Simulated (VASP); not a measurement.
# BeZn2TeS2 (P-4m2) in VASP: notebook

The runs below take BeZn2TeS2 through relaxation of cell and atoms, single point, with PBE.

All numbers are computed with VASP 6.6.1; they aren't measurements. Logs are shortened: lines on timing, memory, paths and dates and some standing lists are left out, and cuts for length are marked.

## 1. The cell of the first run

Symmetry: P-4m2, No. 115, tetragonal system. Conventional cell: a = 4.465 Å, b = 4.465 Å, c = 6.302 Å, α = 90.00°, β = 90.00°, γ = 90.00°. Within 3.6 Å of Be (site symmetry -4m2) lie 4 S at 2.70 Å and 6 Zn at 3.15 to 3.16 Å. Zn (site symmetry -4m2) has 4 S at 2.70 Å and 2 Te at 3.15 Å and 4 Be at 3.16 Å within 3.6 Å. Within 3.6 Å of Zn (site symmetry -4m2) lie 4 S at 2.76 Å and 2 Be at 3.15 Å and 4 Te at 3.16 Å. Te (site symmetry -4m2) has 4 S at 2.76 Å and 6 Zn at 3.15 to 3.16 Å within 3.6 Å. Within 3.6 Å of S (site symmetry 2mm) lie 2 Be at 2.70 Å and 4 Zn at 2.70 to 2.76 Å and 2 Te at 2.76 Å.

The cell was generated, and may not be a known phase.

## 2. Relaxation of cell and atoms, PBE

INCAR reads:

```
SYSTEM = BeZn2TeS2
PREC     = Accurate       ! precision mode
ENCUT    = 600            ! plane-wave cutoff, eV
EDIFF    = 1E-6           ! SCF threshold, eV
ISMEAR   = 0              ! smearing method
SIGMA    = 0.1            ! smearing width, eV
LREAL    = .FALSE.        ! projectors in reciprocal space
LASPH    = .TRUE.         ! aspherical terms in the spheres
NELM     = 80             ! most SCF steps
ALGO     = Normal         ! electronic algorithm
ISIF     = 3              ! what is computed and relaxed
LWAVE    = .FALSE.        ! write WAVECAR
LCHARG   = .FALSE.        ! write CHGCAR
GGA      = PE             ! functional
IBRION   = 2              ! ionic algorithm
NSW      = 90             ! ionic steps
EDIFFG   = -0.04          ! ionic threshold
```

KPOINTS reads:

```
regular mesh
0
G
  4 4 4
  0 0 0
```

POSCAR reads:

```
BeZn2TeS2
1.0
    4.4646611800      0.0000000000      0.0000000000
    0.0000000000      4.4646611800      0.0000000000
    0.0000000000      0.0000000000      6.3016325400
Be Zn Te S
1 2 1 2
Direct
    0.0000000000      0.0000000000      0.0000000000
    0.5000000000      0.5000000000      0.0000000000
    0.0000000000      0.0000000000      0.5000000000
    0.5000000000      0.5000000000      0.5000000000
    0.5000000000      0.0000000000      0.7581456300
    0.0000000000      0.5000000000      0.2418543700
```

Potentials or basis: VASP PAW PBE potentials, release 64 (Be, Zn, Te, S).

Launch:

```bash
> cat potpaw_PBE.64/Be/POTCAR potpaw_PBE.64/Zn/POTCAR potpaw_PBE.64/Te/POTCAR potpaw_PBE.64/S/POTCAR > POTCAR
> mpirun -np 1 vasp_std > vasp.out
```

OUTCAR:

```text
SYSTEM = BeZn2TeS2
   PREC = Accurate
   ENCUT = 600
   EDIFF = 1E-6
   ISMEAR = 0
   LREAL = .FALSE.
   LASPH = .TRUE.
   NELM = 80
   ISIF = 3
   GGA = PE
   IBRION = 2
   NSW = 90
   EDIFFG = -0.04

 ion  position               nearest neighbor table
   1  0.000  0.000  0.000-
   2  0.500  0.500  0.000-   5 2.70   6 2.70   5 2.70   6 2.70   4 3.15   4 3.15
   3  0.000  0.000  0.500-   5 2.76   6 2.76   6 2.76   5 2.76   4 3.16   4 3.16   4 3.16   4 3.16

   4  0.500  0.500  0.500-   5 2.76   6 2.76   5 2.76   6 2.76   2 3.15   2 3.15   3 3.16   3 3.16
                             3 3.16   3 3.16
   5  0.500  0.000  0.758-   2 2.70   2 2.70   4 2.76   3 2.76   4 2.76   3 2.76
   6  0.000  0.500  0.242-   2 2.70   2 2.70   4 2.76   3 2.76   3 2.76   4 2.76

  LATTYP: Found a simple tetragonal cell.
 ALAT       =     4.4646611800
 C/A-ratio  =     1.4114469802

  Lattice vectors:

 A1 = (   4.4646611800,   0.0000000000,   0.0000000000)
 A2 = (   0.0000000000,   4.4646611800,   0.0000000000)
 A3 = (   0.0000000000,   0.0000000000,   6.3016325400)

Analysis of symmetry for initial positions (statically):
=====================================================================
 Subroutine PRICEL returns:
 Original cell was already a primitive cell.

 Routine SETGRP: Setting up the symmetry group for a
 simple tetragonal supercell.

 Subroutine GETGRP returns: Found  8 space group operations
 (whereof  8 operations were pure point group operations)
 out of a pool of 16 trial point group operations.

The static configuration has the point symmetry D_2d.

Analysis of symmetry for dynamics (positions and initial velocities):
=====================================================================
 Subroutine PRICEL returns:
 Original cell was already a primitive cell.

 Routine SETGRP: Setting up the symmetry group for a
 simple tetragonal supercell.

 Subroutine GETGRP returns: Found  8 space group operations
 (whereof  8 operations were pure point group operations)
 out of a pool of 16 trial point group operations.

The dynamic configuration has the point symmetry D_2d.

 Subroutine INISYM returns: Found  8 space group operations
 (whereof  8 operations are pure point group operations),
 and found     1 'primitive' translations

----------------------------------------------------------------------------------------

                                     Primitive cell

  volume of cell :     125.6117

  direct lattice vectors                    reciprocal lattice vectors
     4.464661180  0.000000000  0.000000000     0.223981162  0.000000000  0.000000000
[... 93 lines left out ...]
   ISIF   =      3    stress and relaxation
   ISYM   =      2    0-nonsym 1-usesym 2-fastsym
   POTIM  = 0.5000    time-step for ionic-motion
   TEBEG  =    0.0;   TEEND  =   0.0 temperature during run
   PSTRESS=    0.0 pullay stress
   NELECT =      44.0000    total number of electrons
   NUPDOWN=      -1.0000    fix difference up-down
   EMIN   =  10.00;   EMAX   =-10.00  energy-range for DOS
   EFERMI =   0.00;   METHOD = LEGACY
   ISMEAR =     0;   SIGMA  =   0.10  broadening in eV -4-tet -1-fermi 0-gaus
   EFERMI_NEDOS =   21; number of points for ismear=-14 and -15
   IALGO  =     38    algorithm
   IMIX   =      4    mixing-type and parameters
     AMIX     =   0.40;   BMIX     =  1.00
     AMIX_MAG =   1.60;   BMIX_MAG =  1.00
  volume/ion in A,a.u.               =      20.94       141.28
  Fermi-wavevector in a.u.,A,eV,Ry     =   1.154026  2.180793 18.119921  1.331777
  Thomas-Fermi vector in A             =   2.290666
   LORBIT       =      0    0 simple, 1 ext, 2 COOP (PROOUT), +10 PAW based schemes
   GGA     = PE    functional components
   LHFCALC =     F    Hartree Fock is set to
   AEXX    =    0.0000 exact exchange contribution
   IVDW    =     0    specifies the selected vdW correction
   LEPSILON=     F    determine dielectric tensor
   LRPA    =     F    only Hartree local field effects (RPA)
 conjugate gradient relaxation of ions
 non-spin polarized calculation
 Gauss-broadening in eV      SIGMA  =   0.10
  energy-cutoff  :      600.00
  volume of cell :      125.61
 maximum number of plane-waves:      4240
 NGX is ok and might be reduce to    36
   NGX = 17   NGY = 17   NGZ = 25

--------------------------------------- Ionic step        1  -------------------------------------------

 number of electron      44.0000031 magnetization

 Free energy of the ion-electron system (eV)
  ---------------------------------------------------
  ext. energy  EPLUGINS =         0.00000000
  ---------------------------------------------------
  free energy    TOTEN  =       -13.87641455 eV

  energy without entropy =      -13.86045601  energy(sigma->0) =      -13.86843528

------------------------ aborting loop because EDIFF is reached ----------------------------------------

  FORCE on cell =-STRESS in cart. coord.  units (eV):
  Direction    XX          YY          ZZ          XY          YZ          ZX
  --------------------------------------------------------------------------------------
  -------------------------------------------------------------------------------------
  Total       -0.6187163     -0.6187163      1.6694971      0.0000000     -0.0000000      0.0000000
  in kB       -7.8917270     -7.8917270     21.2944377      0.0000000     -0.0000000      0.0000000
  external PRESSURE =       1.8369946 kB  Pullay stress =       0.0000000 kB
[... 101 lines left out ...]
  FREE ENERGIE OF THE ION-ELECTRON SYSTEM (eV)
  ---------------------------------------------------
  free  energy   TOTEN  =       -17.3105941826 eV

  energy  without entropy=      -17.2934131620  energy(sigma->0) =      -17.30200367

[... ionic steps 4 to 32 ...]

--------------------------------------- Ionic step       33  -------------------------------------------

 number of electron      44.0000101 magnetization

------------------------ aborting loop because EDIFF is reached ----------------------------------------
[... 75 lines left out ...]
--------------------------------------- Ionic step       35  -------------------------------------------

 number of electron      44.0000151 magnetization

 Free energy of the ion-electron system (eV)
  ---------------------------------------------------
  ext. energy  EPLUGINS =         0.00000000
  ---------------------------------------------------
  free energy    TOTEN  =       -19.59115551 eV

  energy without entropy =      -19.57886675  energy(sigma->0) =      -19.58501113

 E-fermi :   2.7707     XC(G=0):  -8.3674

 val. band max:        2.1706063289   @ k =   0.5000   0.5000   0.0000
 cond. band min:       2.8017385872   @ k =   0.0000   0.0000   0.0000
 fundamental gap:      0.6311322584
 Fermi energy:         2.7706562397

 k-point     1 :       0.0000    0.0000    0.0000
  band No.  band energies     occupation
      1     -11.9448      2.00000
      2     -10.7035      2.00000
      3      -9.2922      2.00000
      4      -5.3147      2.00000
      5      -5.3147      2.00000
      6      -5.1702      2.00000
[... 544 lines left out ...]
  FREE ENERGIE OF THE ION-ELECTRON SYSTEM (eV)
  ---------------------------------------------------
  free  energy   TOTEN  =       -19.5911555142 eV

  energy  without entropy=      -19.5788667544  energy(sigma->0) =      -19.58501113

 reached required accuracy - stopping structural energy minimisation
```

CONTCAR:

```text
BeZn2TeS2
   1.00000000000000
     3.8326327269954517   -0.0000000000000000   -0.0000000000000000
    -0.0000000000000000    3.8326327269954517   -0.0000000000000000
     0.0000000000000000   -0.0000000000000000   10.1846116679051395
  Be              Zn              Te              S
     1     2     1     2
Direct
     0.0000000000000000    0.0000000000000000    0.0000000000000000
     0.5000000000000000    0.5000000000000000    0.0000000000000000
     0.0000000000000000    0.0000000000000000    0.5000000000000000
     0.5000000000000000    0.5000000000000000    0.5000000000000000
     0.5000000000000000    0.0000000000000000    0.1244915228019524
     0.0000000000000000    0.5000000000000000    0.8755084771980474

  0.00000000E+00  0.00000000E+00  0.00000000E+00
  0.00000000E+00  0.00000000E+00  0.00000000E+00
  0.00000000E+00  0.00000000E+00  0.00000000E+00
  0.00000000E+00  0.00000000E+00  0.00000000E+00
  0.00000000E+00  0.00000000E+00  0.00000000E+00
  0.00000000E+00  0.00000000E+00  0.00000000E+00
```

It took 15 min on 1 thread of AMD EPYC 9R45 (Zen 5), shared host; peak memory 0.28 GiB.

What came out:

- Free energy: -19.5912 eV
- Relaxed volume: 24.93 Å³/atom
- Relaxed cell: a = 3.833 Å, b = 3.833 Å, c = 10.185 Å, α = 90.00°, β = 90.00°, γ = 90.00°
- Space group after relaxing (to 0.1 Å): P-4m2 (No. 115)
- Energy gained by relaxing: 952.5 meV/atom
- Ionic steps: 35
- Pressure after relaxing: -0.1 GPa
- Largest force after relaxing: 0.011 eV/Å
- Band gap on the k mesh: zero (bands 22 and 23 overlap by 1.10 eV)

Forces in eV/Å, atoms in the order of the input:
```
Be   0.000  0.000  0.000
Zn   0.000  0.000  0.000
Zn   0.000  0.000  0.000
Te   0.000  0.000  0.000
S    0.000  0.000  0.011
S    0.000  0.000 -0.011
```

Step by step:
```csv
step,energy change (eV),largest force (eV/Å),pressure (GPa),volume (Å³)
1,0.0000,3.2410,0.18,125.61
2,-1.0603,3.1609,-1.71,126.03
3,-3.4342,0.9155,-2.23,127.14
4,-2.4541,0.0707,10.65,128.65
5,-3.0335,0.4080,3.91,138.68
6,-3.1940,0.3073,-3.17,154.65
7,-3.2398,0.3995,-1.25,149.28
8,-3.2395,0.4054,-1.07,148.85
9,-3.2700,0.4272,-1.32,149.57
10,-3.3748,0.5148,-2.19,151.72
11,-3.5630,0.2515,-4.27,156.05
12,-3.2025,1.1612,-8.29,164.77
13,-3.5926,0.0396,-5.18,157.57
14,-3.6018,0.0211,-5.23,157.61
15,-3.6280,0.0328,-5.38,157.70
16,-3.6734,0.1553,-5.72,157.87
17,-3.7278,0.4602,-6.43,158.20
18,-3.7955,0.4655,-6.33,157.26
19,-3.9932,0.4900,-6.03,154.42
20,-4.3592,0.5774,-5.34,148.77
21,-4.9033,0.9743,-3.53,137.52
22,-4.2542,2.7732,4.00,115.44
23,-4.9891,1.3172,-2.61,132.81
24,-5.0004,1.4234,-2.18,131.28
25,-5.1079,1.1680,-1.37,130.45
26,-5.3041,0.2738,1.44,127.97
27,-5.3205,0.1840,2.91,126.86
28,-5.4197,0.2464,2.39,129.59
29,-5.6074,0.4031,1.59,137.72
30,-5.6529,0.6978,0.98,153.70
31,-5.6754,0.6394,1.25,148.74
32,-5.7003,0.0941,-1.02,153.34
33,-5.7059,0.1192,-0.36,151.93
34,-5.7119,0.0740,-0.24,150.92
35,-5.7147,0.0108,-0.10,149.60
```

Final structure:
```xyz
6
Lattice="3.8326 0.0000 0.0000 0.0000 3.8326 0.0000 0.0000 0.0000 10.1846" Properties=species:S:1:pos:R:3 pbc="T T T"
Be    0.0000    0.0000    0.0000
Zn    1.9163    1.9163    0.0000
Zn    0.0000    0.0000    5.0923
Te    1.9163    1.9163    5.0923
S     1.9163    0.0000    1.2679
S     0.0000    1.9163    8.9167
```

Caveat: the volume moved by over 15 % at a fixed basis, so the end points are rough; spin-orbit coupling is left out, which moves the levels of the heavy elements.

## 3. Single point, PBE

This run uses another cell than the first one, of 28.40 Å³/atom.

INCAR reads:

```
ALGO     = Normal         # electronic algorithm
EDIFF    = 1E-6           # SCF threshold, eV
ENCUT    = 520            # plane-wave cutoff, eV
GGA      = PE             # functional
ISIF     = 2              # what is computed and relaxed
ISMEAR   = 0              # smearing method
LASPH    = T              # aspherical terms in the spheres
LCHARG   = T              # write CHGCAR
LELF     = T              # ELF
LREAL    = F              # projectors in reciprocal space
LVHAR    = T            
LWAVE    = F              # write WAVECAR
NBANDS   = 31             # bands
NELM     = 60             # most SCF steps
PREC     = Accurate       # precision mode
SIGMA    = 0.1            # smearing width, eV
```

KPOINTS reads:

```
k-points
0
Gamma
  10 10 4
```

POSCAR reads:

```
BeZn2TeS2
1.0
    3.8167175445      0.0000000000      0.0000000000
    0.0000000000      3.8167175445      0.0000000000
    0.0000000000      0.0000000000     11.6967505126
Be Zn Te S
1 2 1 2
Direct
    0.0000000000      0.0000000000      0.0000000000
    0.5000000000      0.5000000000      0.0000000000
    0.0000000000      0.0000000000      0.5000000000
    0.5000000000      0.5000000000      0.5000000000
    0.5000000000      0.0000000000      0.8905800963
    0.0000000000      0.5000000000      0.1094199037
```

Potentials or basis: VASP PAW PBE potentials, release 64 (Be, Zn, Te, S).

Launch:

```bash
> cat potpaw_PBE.64/Be/POTCAR potpaw_PBE.64/Zn/POTCAR potpaw_PBE.64/Te/POTCAR potpaw_PBE.64/S/POTCAR > POTCAR
> mpirun -np 1 vasp_std > vasp.out
```

It took 2.5 min on 1 thread of AMD EPYC 9R45 (Zen 5), shared host; peak memory 0.45 GiB.

It converged, with:

- Free energy: -19.8173 eV
- Pressure: 0.1 GPa
- Largest force: 0.022 eV/Å
- Band gap on the k mesh: zero (bands 22 and 23 overlap by 1.26 eV)

Forces on the atoms (eV/Å):
```
Be   0.000  0.000  0.000
Zn   0.000  0.000  0.000
Zn   0.000  0.000  0.000
Te   0.000  0.000  0.000
S    0.000  0.000 -0.022
S    0.000  0.000  0.022
```

Levels at points of the mesh, in eV from the Fermi level:
```
           k point  band 19  band 20  band 21  band 22  band 23  band 24  band 25  band 26
(0.00, 0.00, 0.00)    -1.54    -1.54    -1.00    -1.00     0.58     2.07     2.08     2.52
(0.50, 0.00, 0.00)    -2.27    -2.21    -0.81     0.91     2.31     2.88     3.02     4.64
(0.50, 0.50, 0.00)    -3.67    -3.67    -3.53    -1.97    -0.18     3.25     3.25     4.33
(0.00, 0.00, 0.50)    -1.54    -1.54    -1.00    -1.00     0.59     2.07     2.08     2.69
(0.50, 0.00, 0.50)    -2.27    -2.23    -0.78     0.91     2.42     2.79     2.98     4.63
(0.50, 0.50, 0.50)    -3.67    -3.67    -3.52    -1.96    -0.19     3.23     3.23     4.05
```

Caveat: spin-orbit coupling is left out, which moves the levels of the heavy elements.

The gap in the log of VASP goes by the Fermi energy; the results here count the filled bands.